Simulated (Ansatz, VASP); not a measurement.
One calculation of PtSe2, two programs

```
Pt Se
1.0
     3.72865    0.00000    0.00000
    -1.86433    3.22911    0.00000
     0.00000    0.00000    5.27716
Pt Se
1 2
Direct
  0.00000 0.00000 0.00000
  0.33333 0.66667 0.24622
  0.66667 0.33333 0.75378
```

Alike in both runs: task single point; functional PBE; k mesh 6 × 6 × 4; no spin polarisation.

|  | VASP | Ansatz |
| --- | --- | --- |
| version | VASP 6.6.1 | Ansatz 0.2.0 |
| potentials or method | VASP PAW PBE potentials, release 64 (Pt, Se) | plane waves |
| plane-wave cutoff (eV) | 520 | 420 |
| occupations | methfessel-paxton of order 1, width 0.2 eV | cold, width 0.2 eV |
| valence electrons in the cell | 22 | 50 |

Ansatz gave:

```
pressure (GPa)                                                : 3.8
traceless stress, the component that is largest in VASP (GPa) : -1.24
rms of the force components (eV/Å)                            : 0.085
```

Problem. Estimate VASP's values.

Solution. Pressure (GPa): 3.8; traceless stress, the component that is largest in VASP (GPa): -1.22; rms of the force components (eV/Å): 0.084.

Atom by atom the forces differ by 0.001 eV/Å (rms over components). VASP's potentials hold 22 valence electrons a cell and Ansatz's 50, so a difference there can come from the potentials and not from the codes.

Neither program's run includes spin-orbit coupling.
